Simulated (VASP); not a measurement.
SiC, 4 atoms in the cell. The structure is hexagonal, space group P6_3mc (No. 186). The conventional cell has a = 3.216 Å, b = 3.216 Å, c = 5.040 Å, α = 90.00°, β = 90.00°, γ = 120.00°. Si (site symmetry 3m) has 4 C at 1.91 to 1.95 Å within 2.5 Å. C (site symmetry 3m) has 4 Si at 1.91 to 1.95 Å within 2.5 Å.  This cell differs from its parent crystal: biaxial strain in the a-b plane: +4.0 %, then relaxed in part.

| Item | Value |
| --- | --- |
| Program | VASP 6.6.1 |
| Task | single point |
| Functional | PBE |
| Potentials or basis | VASP PAW PBE potentials, release 64 (Si, C) |
| Cutoff | 520 eV |
| k mesh | 12 × 12 × 6 |
| Occupations | gaussian, width 0.02 eV |
| Spin | no spin polarisation |
| Dipole correction | no |
| Further INCAR settings | ALGO = Normal; EDIFF = 1e-06; NBANDS = 16 |

Potentials or basis: VASP PAW PBE potentials, release 64 (Si, C).

Run with:

```console
$ cat potpaw_PBE.64/Si/POTCAR potpaw_PBE.64/C/POTCAR > POTCAR
$ mpirun -np 1 vasp_std > vasp.out
```

Hardware: 1 thread of Intel(R) Xeon(R) 6975P-C (Granite Rapids), on a shared host.

Task: How long does it take, and how much memory?

Result: Run time: 14 s on 1 thread of Intel(R) Xeon(R) 6975P-C (Granite Rapids) (shared host), peak memory 0.18 GiB. Counts: scf iterations 12, k points 76.
